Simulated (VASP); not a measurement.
# Ni (R-3m) in VASP: notebook

Runs on Ni. Level: PBE. Tasks: single point.

All numbers are computed with VASP 6.6.1; they aren't measurements. Logs are shortened: lines on timing, memory, paths and dates and some standing lists are left out, and cuts for length are marked.

## 1. The cell of the first run

The structure is trigonal, space group R-3m (No. 166). Conventional cell: a = 2.479 Å, b = 2.479 Å, c = 18.408 Å, α = 90.00°, β = 90.00°, γ = 120.00°. Within 3.3 Å of Ni (site symmetry -3m) lie 12 Ni at 2.48 to 2.49 Å. Ni (site symmetry 3m) has 12 Ni at 2.48 to 2.51 Å within 3.3 Å.

## 2. Single point, PBE, collinear spin, ferromagnetic start

INCAR

```
SYSTEM = Ni
PREC = Accurate
ENCUT = 520
EDIFF = 1E-6
ISMEAR = 0
SIGMA = 0.1
LREAL = .False.
LASPH = .True.
NELM = 150
ALGO = Normal
ISIF = 2
LWAVE = .False.
LCHARG = .False.
ISPIN = 2
MAGMOM = 0.75 0.78 0.78
LORBIT = 11
LMAXMIX = 4
GGA = PE
NBANDS = 26
```

KPOINTS

```
regular mesh
0
Gamma
  9 9 9
  0 0 0
```

POSCAR

```
Ni
1.0
    1.2392543412      0.7154838275      6.1361234206
   -1.2392543412      0.7154838275      6.1361234206
    0.0000000000     -1.4309676550      6.1361234206
Ni
3
Direct
    0.0000000000      0.0000000000      0.0000000000
    0.2225233818      0.2225233818      0.2225233818
    0.7774766182      0.7774766182      0.7774766182
```

Potentials or basis: VASP PAW PBE potentials, release 64 (Ni).

On the command line:

```console
$ cat potpaw_PBE.64/Ni/POTCAR > POTCAR
$ mpirun -np 1 vasp_std > vasp.out
```

OUTCAR:

```text
SYSTEM = Ni
   PREC = Accurate
   ENCUT = 520
   EDIFF = 1E-6
   ISMEAR = 0
   LREAL = .False.
   LASPH = .True.
   NELM = 150
   ISIF = 2
   ISPIN = 2
   LORBIT = 11
   GGA = PE

 ion  position               nearest neighbor table
   1  0.000  0.000  0.000-   3 2.49   3 2.49   2 2.49   2 2.49   3 2.49   2 2.49
   2  0.223  0.223  0.223-   1 2.49   1 2.49   1 2.49   3 2.51   3 2.51   3 2.51
   3  0.777  0.777  0.777-   1 2.49   1 2.49   1 2.49   2 2.51   2 2.51   2 2.51

  LATTYP: Found a trigonal (rhomboedric) cell.
 ALAT       =     6.3007681327
 COS(alpha) =     0.9226315498

  Lattice vectors:

 A1 = (   1.2392543412,   0.7154838275,   6.1361234206)
 A2 = (  -1.2392543412,   0.7154838275,   6.1361234206)
 A3 = (   0.0000000000,  -1.4309676550,   6.1361234206)

Analysis of symmetry for initial positions (statically):
=====================================================================
 Subroutine PRICEL returns:
 Original cell was already a primitive cell.

 Routine SETGRP: Setting up the symmetry group for a
 trigonal (rhombohedral) supercell.

 Subroutine GETGRP returns: Found 12 space group operations
 (whereof 12 operations were pure point group operations)
 out of a pool of 12 trial point group operations.

The static configuration has the point symmetry D_3d.

Analysis of symmetry for dynamics (positions and initial velocities):
=====================================================================
 Subroutine PRICEL returns:
 Original cell was already a primitive cell.

 Routine SETGRP: Setting up the symmetry group for a
 trigonal (rhombohedral) supercell.

 Subroutine GETGRP returns: Found 12 space group operations
 (whereof 12 operations were pure point group operations)
 out of a pool of 12 trial point group operations.

The dynamic configuration has the point symmetry D_3d.

Analysis of structural, dynamic, and magnetic symmetry:
=====================================================================
 Subroutine PRICEL returns:
 Original cell was already a primitive cell.

 Routine SETGRP: Setting up the symmetry group for a
 trigonal (rhombohedral) supercell.

 Subroutine GETGRP returns: Found 12 space group operations
 (whereof 12 operations were pure point group operations)
 out of a pool of 12 trial point group operations.

The overall configuration has the point symmetry D_3d.

 Subroutine INISYM returns: Found 12 space group operations
 (whereof 12 operations are pure point group operations),
 and found     1 'primitive' translations

[... 121 lines left out ...]
   GGA     = PE    functional components
   LHFCALC =     F    Hartree Fock is set to
   AEXX    =    0.0000 exact exchange contribution
   IVDW    =     0    specifies the selected vdW correction
   LEPSILON=     F    determine dielectric tensor
   LRPA    =     F    only Hartree local field effects (RPA)
 spin polarized calculation
 Gauss-broadening in eV      SIGMA  =   0.10
  energy-cutoff  :      520.00
  volume of cell :       32.64
 maximum number of plane-waves:       897
   NGX = 23   NGY = 23   NGZ = 23

 number of electron      30.0000014 magnetization       1.6521797

 Free energy of the ion-electron system (eV)
  ---------------------------------------------------
  ext. energy  EPLUGINS =         0.00000000
  ---------------------------------------------------
  free energy    TOTEN  =       -16.37457484 eV

  energy without entropy =      -16.34881025  energy(sigma->0) =      -16.36169255

 E-fermi :   9.3809     XC(G=0): -13.2515

 val. band max:        9.3793773567   @ k =   0.4444   0.2222   0.1111
 cond. band min:       9.3840954218   @ k =  -0.4444   0.4444   0.1111
 fundamental gap:      0.0047180651
 Fermi energy:         9.3809180964

 spin component 1

 k-point     1 :       0.0000    0.0000    0.0000
  band No.  band energies     occupation
      1       0.3711      1.00000
      2       3.7754      1.00000
      3       3.7865      1.00000
      4       6.9550      1.00000
      5       6.9832      1.00000
      6       6.9971      1.00000
[... 685 lines left out ...]
     25      29.2041      0.00000
     26      29.6703      0.00000

 [... further k-points ...]

 spin component 2

 k-point     1 :       0.0000    0.0000    0.0000
  band No.  band energies     occupation
      1       0.3254      1.00000
      2       3.8560      1.00000
      3       3.8631      1.00000
      4       7.3632      1.00000
      5       7.3916      1.00000
      6       7.5981      1.00000
[... 685 lines left out ...]
     25      29.1933      0.00000
     26      29.7187      0.00000

 [... further k-points ...]

------------------------ aborting loop because EDIFF is reached ----------------------------------------

  FORCE on cell =-STRESS in cart. coord.  units (eV):
  Direction    XX          YY          ZZ          XY          YZ          ZX
  --------------------------------------------------------------------------------------
  -------------------------------------------------------------------------------------
  Total       -0.0007394     -0.0007394      0.0238297      0.0000000      0.0000000     -0.0000000
  in kB       -0.0362915     -0.0362915      1.1695615      0.0000000      0.0000000     -0.0000000
  external PRESSURE =       0.3656595 kB  Pullay stress =       0.0000000 kB

 VOLUME and BASIS-vectors are now :
 -----------------------------------------------------------------------------
  energy-cutoff  :      520.00
  volume of cell :       32.64
      direct lattice vectors                 reciprocal lattice vectors
     1.239254341  0.715483827  6.136123421     0.403468427  0.232942605  0.054323114
    -1.239254341  0.715483827  6.136123421    -0.403468427  0.232942605  0.054323114
     0.000000000 -1.430967655  6.136123421     0.000000000 -0.465885210  0.054323114

 POSITION                                       TOTAL-FORCE (eV/Angst)
 -----------------------------------------------------------------------------------
      0.00000      0.00000      0.00000         0.000000      0.000000     -0.000000
      0.00000      0.00000      4.09629         0.000000      0.000000     -0.006907
      0.00000      0.00000     14.31208         0.000000     -0.000000      0.006907
 -----------------------------------------------------------------------------------
    total drift:                               -0.000000      0.000000      0.000000

  FREE ENERGIE OF THE ION-ELECTRON SYSTEM (eV)
  ---------------------------------------------------
  free  energy   TOTEN  =       -16.3745748444 eV

  energy  without entropy=      -16.3488102486  energy(sigma->0) =      -16.36169255

 total charge

# of ion       s       p       d       tot
------------------------------------------
    1        0.496   0.495   8.324   9.316
    2        0.495   0.493   8.322   9.310
    3        0.495   0.493   8.322   9.310
--------------------------------------------------
tot          1.486   1.481  24.969  27.935

 magnetization (x)

# of ion       s       p       d       tot
------------------------------------------
    1       -0.007  -0.026   0.591   0.558
    2       -0.008  -0.026   0.601   0.567
    3       -0.008  -0.026   0.601   0.567
--------------------------------------------------
tot         -0.022  -0.079   1.792   1.691
```

stdout:

```text
POSCAR found type information on POSCAR Ni
 POSCAR found :  1 types and       3 ions
 scaLAPACK will be used
 LDA part: xc-table for (Slater+PW92), standard interpolation
 POSCAR, INCAR and KPOINTS ok, starting setup
 FFT: planning ... GRIDC
 FFT: planning ... GRID_SOFT
 FFT: planning ... GRID
 WAVECAR not read
 entering main loop
```

It took 17 min on 1 thread of AMD EPYC 7R43 (Zen 3), shared host; peak memory 0.4 GiB.

Results:

* Free energy: -16.3746 eV
* Pressure: 0.0 GPa
* Largest force: 0.007 eV/Å
* Net moment: 1.65 μB per cell
* Site moments: Ni +0.56, +0.57 (each value once) μB
* Valence electrons inside the program's atomic spheres: Ni 9.32, 9.31 (each value once)

Forces in eV/Å, atoms in the order of the input:
```
Ni   0.000  0.000  0.000
Ni   0.000  0.000 -0.007
Ni   0.000  0.000  0.007
```

## 3. Single point, PBE, collinear spin, ferromagnetic start

This run uses another cell than the first one, of 12.31 Å³/atom.

INCAR

```
ALGO     = Normal         # electronic algorithm
EDIFF    = 1E-6           # SCF threshold, eV
ENCUT    = 520            # plane-wave cutoff, eV
GGA      = PE             # functional
ISIF     = 2              # what is computed and relaxed
ISMEAR   = 0              # smearing method
ISPIN    = 2              # spin polarisation
LASPH    = T              # aspherical terms in the spheres
LCHARG   = T              # write CHGCAR
LELF     = T              # ELF
LMAXMIX  = 4              # l up to which the mixer works
LORBIT   = 11             # projections on sites
LREAL    = F              # projectors in reciprocal space
LVHAR    = T            
LWAVE    = F              # write WAVECAR
MAGMOM   = 2 2 2          # initial moments
NBANDS   = 26             # bands
NELM     = 150            # most SCF steps
PREC     = Accurate       # precision mode
SIGMA    = 0.1            # smearing width, eV
```

KPOINTS

```
k-points
0
Gamma
  9 9 9
```

POSCAR

```
Ni
1.0
    1.3018538945      0.7516256964      6.2917781840
   -1.3018538945      0.7516256964      6.2917781840
    0.0000000000     -1.5032513929      6.2917781840
Ni
3
Direct
    0.0000000000      0.0000000000      0.0000000000
    0.2222200000      0.2222200000      0.2222200000
    0.7777800000      0.7777800000      0.7777800000
```

Potentials or basis: VASP PAW PBE potentials, release 64 (Ni).

On the command line:

```console
$ cat potpaw_PBE.64/Ni/POTCAR > POTCAR
$ mpirun -np 1 vasp_std > vasp.out
```

It took 14 min on 1 thread of AMD EPYC 7R43 (Zen 3), shared host; peak memory 0.42 GiB.

Results (log left out):

```yaml
Free_energy: -16.0971 eV
Pressure: -17.6 GPa
Largest_force: 0.063 eV/Å
Net_moment: 1.81 μB per cell
Site_moments: Ni +0.61, +0.63 (each value once) μB
Valence_electrons_inside_the_program's_atomic_spheres: Ni 9.12
```

Forces on the atoms (eV/Å):
```
Ni   0.000  0.000  0.000
Ni   0.000  0.000  0.063
Ni   0.000  0.000 -0.063
```

Stress tensor (GPa, compression positive):
```
-18.73   0.00   0.00
  0.00 -18.73   0.00
  0.00   0.00 -15.34
```

Levels at points of the mesh, in eV from the Fermi level:
Spin up:
```
           k point  band 14  band 15  band 16  band 17  band 18  band 19
(0.00, 0.00, 0.00)    -1.36    -0.88    -0.88    -0.78    -0.78     9.77
```
Spin down:
```
           k point  band 12  band 13  band 14  band 15  band 16  band 17  band 18  band 19
(0.00, 0.00, 0.00)    -1.22    -0.77    -0.77    -0.20    -0.20    -0.06    -0.06     9.94
```

Caveat: the cell stands under tension.
